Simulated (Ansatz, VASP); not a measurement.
# Si: VASP beside Ansatz

```xyz
2
Lattice="0.0000 2.7349 2.7349 2.7349 0.0000 2.7349 2.7349 2.7349 0.0000" Properties=species:S:1:pos:R:3 pbc="T T T"
Si    2.7349    2.7349    2.7349
Si    4.1023    4.1023    4.1023
```

Alike in both runs: functional PBE; k mesh 8 × 8 × 8; occupations gaussian, width 0.02 eV; no spin polarisation.

Ansatz relaxed the structure, and its values are those at the end. VASP's run is a single point on that final structure, the one shown.

```csv
,VASP,Ansatz
version,VASP 6.6.1,Ansatz 0.2.0
potentials or method,"VASP PAW PBE potentials, release 64 (Si), cutoff 520 eV","scalar-relativistic, plane waves, PAW"
valence electrons in the cell,8,8
```

|  | VASP | Ansatz | Ansatz less VASP |
| --- | --- | --- | --- |
| gap on the k mesh at the Fermi level (eV) | 0.65 | 0.65 | -0.002 |
| least direct gap on the mesh (eV) | 2.56 | 2.55 | -0.005 |
| pressure (GPa) | 0.0 | 0.0 | +0.06 |
